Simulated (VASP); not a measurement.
Runs of VASP 6.6.1 on Si. The structure is that of space group Fm-3m (No. 225), or close to it. The cells are those of the table. 

```tsv
cell	gap on the mesh (eV)	pressure (GPa)
a = 2.346 Å, angles 60.0°, 1 atom	none	(b)
a = 2.314 Å, angles 60.0°, 1 atom	none	124.2
a = 2.377 Å, angles 60.0°, 1 atom	none	(a)
a = 2.408 Å, angles 60.0°, 1 atom	none	72.6
a = 2.330 Å, angles 60.0°, 1 atom	none	113.1
```

Alike in all rows: task single point; level PBE; potentials or basis VASP PAW PBE potentials, release 64 (Si); no spin polarisation; k mesh 15 × 15 × 15; cutoff (eV) 500; smearing fermi-dirac 0.1 eV.

Q: Estimate the missing entries.

A: (a) 86.5; (b) 103.2.

A gap of «none» marks levels without a gap at the run's occupations.
